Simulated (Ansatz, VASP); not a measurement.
**Si4GePt in VASP and in Ansatz**

```
CELL_PARAMETERS angstrom
4.31191 0.00000 0.00000
-2.15595 3.73422 0.00000
0.00000 0.00000 6.05304
ATOMIC_POSITIONS crystal
Si 0.33333 0.66667 0.28466
Si 0.33333 0.66667 0.71534
Si 0.66667 0.33333 0.71534
Si 0.66667 0.33333 0.28466
Ge 0.00000 0.00000 0.00000
Pt 0.00000 0.00000 0.50000
```

Alike in both runs: functional PBE; k mesh 12 × 12 × 6; occupations gaussian, width 0.1 eV; no spin polarisation.

Ansatz relaxed the structure, and its values are those at the end. VASP's run is a single point on that final structure, the one shown.

```csv
,VASP,Ansatz
version,VASP 6.6.1,Ansatz 0.2.0
potentials or method,"VASP PAW PBE potentials, release 64 (Si, Ge_d, Pt), cutoff 520 eV","scalar-relativistic, plane waves, PAW"
valence electrons in the cell,40,48
```

VASP gave:

```
gap on the k mesh at the Fermi level (eV) : none
pressure (GPa)                            : -0.1
rms of the force components (eV/Å)        : 0.003
```

Question: Estimate Ansatz's values.

Answer: gap on the k mesh at the Fermi level (eV): none; pressure (GPa): 0.0; rms of the force components (eV/Å): 0.000.

A gap of «none» marks a metal or a gap that the smearing closes. With one functional, cell and mesh, what is left measures potentials, basis and numerics. VASP's potentials hold 40 valence electrons a cell and Ansatz's 48, so a difference there can come from the potentials and not from the codes.

Spin-orbit coupling is off throughout.
